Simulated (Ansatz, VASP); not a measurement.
# Al6N in VASP and in Ansatz

File INCAR:

```
PREC = Accurate
ENCUT = 520
EDIFF = 1E-7
ISMEAR = 0
SIGMA = 0.1
LREAL = False
LASPH = True
NELM = 60
ALGO = Normal
ISIF = 2
LWAVE = False
LCHARG = False
LDIPOL = True
IDIPOL = 3
DIPOL = 0.5 0.5 0.299
GGA = PE
NBANDS = 36
```

The input KPOINTS:

```
regular mesh
0
Gamma
  5 5 1
```

File POSCAR:

```
Al6N
1.0
    5.7143028096      0.0000000000      0.0000000000
    0.0000000000      5.7143028096      0.0000000000
    0.0000000000      0.0000000000     22.1750227687
Al N
12 2
Direct
    0.2500000000      0.2500000000      0.1803831293
    0.2500000000      0.7500000000      0.1803831293
    0.7500000000      0.2500000000      0.1803831293
    0.7500000000      0.7500000000      0.1803831293
    0.0000000000      0.0000000000      0.2744094920
    0.0000000000      0.5000000000      0.2744094920
    0.5000000000      0.0000000000      0.2744094920
    0.5000000000      0.5000000000      0.2744094920
    0.2500000000      0.2500000000      0.3686590473
    0.2500000000      0.7500000000      0.3686590473
    0.7500000000      0.2500000000      0.3686590473
    0.7500000000      0.7500000000      0.3686590473
    0.2738131767      0.5000000000      0.4480276242
    0.7261868233      0.5000000000      0.4480276242
```

Input for Ansatz:

```yaml
crystal:
  lattice:
    - [5.7143028096, 0.0, 0.0]
    - [0.0, 5.7143028096, 0.0]
    - [0.0, 0.0, 22.1750227687]
  atoms:
    - { symbol: Al, position: [0.25, 0.25, 0.1803831293] }
    - { symbol: Al, position: [0.25, 0.75, 0.1803831293] }
    - { symbol: Al, position: [0.75, 0.25, 0.1803831293] }
    - { symbol: Al, position: [0.75, 0.75, 0.1803831293] }
    - { symbol: Al, position: [0.0, 0.0, 0.274409492] }
    - { symbol: Al, position: [0.0, 0.5, 0.274409492] }
    - { symbol: Al, position: [0.5, 0.0, 0.274409492] }
    - { symbol: Al, position: [0.5, 0.5, 0.274409492] }
    - { symbol: Al, position: [0.25, 0.25, 0.3686590473] }
    - { symbol: Al, position: [0.25, 0.75, 0.3686590473] }
    - { symbol: Al, position: [0.75, 0.25, 0.3686590473] }
    - { symbol: Al, position: [0.75, 0.75, 0.3686590473] }
    - { symbol: "N", position: [0.2738131767, 0.5, 0.4480276242] }
    - { symbol: "N", position: [0.7261868233, 0.5, 0.4480276242] }
basis:
  ecutwfc: 420
kpoints:
  mp_grid: { grid: [5, 5, 1] }
hamiltonian:
  xc: pbe
scf:
  occupations: { method: gaussian, width: 0.1 }
output:
  forces: true
  eigenvalues: true
efield:
  axis: 3
  dipole_correction: true
  ramp_width: 0.04
```

Alike in both runs: task single point; functional PBE; k mesh 5 × 5 × 1; occupations gaussian, width 0.1 eV; no spin polarisation.

```csv
,VASP,Ansatz
version,VASP 6.6.1,Ansatz 0.2.0
potentials or method,"VASP PAW PBE potentials, release 64 (Al, N), cutoff 520 eV","scalar-relativistic, plane waves, PAW"
valence electrons in the cell,46,46
```

|  | VASP | Ansatz | Ansatz less VASP |
| --- | --- | --- | --- |
| gap on the k mesh at the Fermi level (eV) | none | none | - |
| rms of the force components (eV/Å) | 1.044 | 1.046 | +0.0027 |

Atom by atom the forces differ by 0.003 eV/Å (rms over components). A gap of «none» marks a metal or a gap that the smearing closes.
